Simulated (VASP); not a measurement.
**BAs: relaxation of cell and atoms with PBEsol-based global hybrid with 25 % exact exchange**

Crystal: BAs.

```
B As
1.0
     2.95701    0.00000    0.00000
     0.00000    2.95701    0.00000
     0.00000    0.00000    2.95701
B As
1 1
Direct
  0.50000 0.50000 0.50000
  0.00000 0.00000 0.00000
```

| Item | Value |
| --- | --- |
| Program | VASP 6.6.1 |
| Task | relaxation of cell and atoms |
| Functional | PBEsol-based global hybrid with 25 % exact exchange |
| Potentials or basis | VASP PAW PBE potentials, release 64 (B, As) |
| Cutoff | 600 eV |
| k mesh | 5 × 5 × 5 |
| Occupations | fermi-dirac, width 0.05 eV |
| Spin | no spin polarisation |
| Dipole correction | no |
| Grid for exact exchange (PRECFOCK) | Normal |
| Share of exact exchange | 0.25 |
| Further INCAR settings | ALGO = Normal; EDIFF = 1e-07; IBRION = 2; EDIFFG = -0.01; NSW = 60; ISIF = 3 |

* Relaxed volume: 11.66 Å³/atom
* Relaxed cell: a = 2.857 Å, b = 2.857 Å, c = 2.857 Å, α = 90.00°, β = 90.00°, γ = 90.00°
* Space group after relaxing (to 0.1 Å): Pm-3m (No. 221)
* Energy gained by relaxing: 52.2 meV/atom
* Ionic steps: 3
* Pressure after relaxing: 0.1 GPa
* Band gap on the k mesh: zero (bands 4 and 5 overlap by 4.70 eV)

Step by step:
```
step  energy change (eV)  largest force (eV/Å)  pressure (GPa)  volume (Å³)
   1              0.0000                0.0000          -11.65        25.86
   2             -0.0893                0.0000            5.97        22.49
   3             -0.1043                0.0000            0.10        23.31
```

Final structure:
```yaml
crystal:
  lattice:
    - [2.85670, 0.00000, 0.00000]
    - [0.00000, 2.85670, 0.00000]
    - [0.00000, 0.00000, 2.85670]
  atoms:
    - { symbol: B, position: [0.50000, 0.50000, 0.50000] }
    - { symbol: As, position: [0.00000, 0.00000, 0.00000] }
```

Levels at points of the mesh, in eV from the Fermi level:
| k point | band 1 | band 2 | band 3 | band 4 | band 5 | band 6 | band 7 | band 8 |
| --- | --- | --- | --- | --- | --- | --- | --- | --- |
| (0.00, 0.00, 0.00) | -19.24 | -1.80 | -1.80 | -1.80 | 0.81 | 6.09 | 6.09 | 11.56 |

It took 8 min on 1 thread of Intel(R) Xeon(R) Platinum 8488C (Sapphire Rapids) (shared host), peak memory 0.16 GiB.

Caveat: the k points lie up to 0.44 Å⁻¹ apart in the final cell, too coarse for converged energies and pressures of a metal; the PAW data sets were made with another functional, which shifts forces and pressure a little.
